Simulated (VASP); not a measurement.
# Re: single point with PBE

Crystal: Re.

```xyz
1
Lattice="0.0000 1.9552 1.9750 1.9552 0.0000 1.9750 1.9552 1.9552 0.0000" Properties=species:S:1:pos:R:3 pbc="T T T"
Re    0.0000    0.0000    0.0000
```

This cell differs from its parent crystal: equal xx and yy strain of -1 %.

* Program: VASP 6.6.1
* Task: single point
* Functional: PBE
* Potentials or basis: VASP PAW PBE potentials, release 64 (Re)
* Cutoff: 520 eV
* k mesh: 14 × 14 × 14
* Occupations: fermi-dirac, width 0.03 eV
* Spin: no spin polarisation
* Dipole correction: no
* Further INCAR settings: ALGO = Normal; EDIFF = 1e-06; NBANDS = 10

The pressure is -3.0 GPa.

Stress tensor (GPa, compression positive):
```
-2.40  0.00  0.00
 0.00 -2.40  0.00
 0.00  0.00 -4.32
```

Levels at points of the mesh, in eV from the Fermi level:
```tsv
k point	band 1	band 2	band 3	band 4	band 5	band 6	band 7	band 8	band 9
(0.00, 0.00, 0.00)	-9.94	-1.93	-1.78	-1.78	1.14	1.33	13.90	19.19	19.53
(0.50, 0.00, 0.00)	-6.68	-2.10	-1.95	0.19	3.64	3.73	9.62	13.39	19.77
(0.50, 0.50, 0.00)	-6.59	-5.73	2.57	3.65	4.40	4.40	12.20	12.20	12.43
(0.50, 0.00, 0.50)	-6.58	-5.74	2.78	3.63	4.33	4.48	11.96	12.10	12.68
```

Run time: 50 s on 1 thread of Intel Xeon 8259CL, on a shared host, peak memory 0.17 GiB.

Caveat: the cell differs from its parent crystal (equal xx and yy strain of -1 %); spin-orbit coupling is left out, which moves the levels of the heavy elements.
